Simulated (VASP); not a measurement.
The system is CaSe.

```
CELL_PARAMETERS angstrom
0.00000 2.97937 2.97937
2.97937 0.00000 2.97937
2.97937 2.97937 0.00000
ATOMIC_POSITIONS crystal
Ca 0.00000 0.00000 0.00000
Se 0.50000 0.50000 0.50000
```

* Program: VASP 6.6.1
* Task: relaxation of cell and atoms
* Functional: PBEsol
* Potentials or basis: VASP PAW PBE potentials, release 64 (Ca_sv, Se)
* Cutoff: 600 eV
* k mesh: 8 × 8 × 8
* Occupations: gaussian, width 0.02 eV
* Spin: no spin polarisation

At the start: pressure -2.0 GPa; volume 26.45 Å³/atom.

Where does the relaxation end?

Over 3 steps the energy falls by 6.9 meV/atom and the volume is 25.37 Å³/atom (-4.1 %); space group Fm-3m (No. 225, to 0.1 Å) before and after.

Step by step:
| step | energy change (eV) | largest force (eV/Å) | pressure (GPa) | volume (Å³) |
| --- | --- | --- | --- | --- |
| 1 | 0.0000 | 0.0000 | -1.98 | 52.89 |
| 2 | -0.0134 | 0.0000 | 0.32 | 50.43 |
| 3 | -0.0138 | 0.0000 | 0.02 | 50.74 |

Final structure:
```
Ca Se
1.0
     0.00000    2.93834    2.93834
     2.93834    0.00000    2.93834
     2.93834    2.93834    0.00000
Ca Se
1 1
Direct
  0.00000 0.00000 0.00000
  0.50000 0.50000 0.50000
```

Caveat: the PAW data sets were made with another functional, which shifts forces and pressure a little.
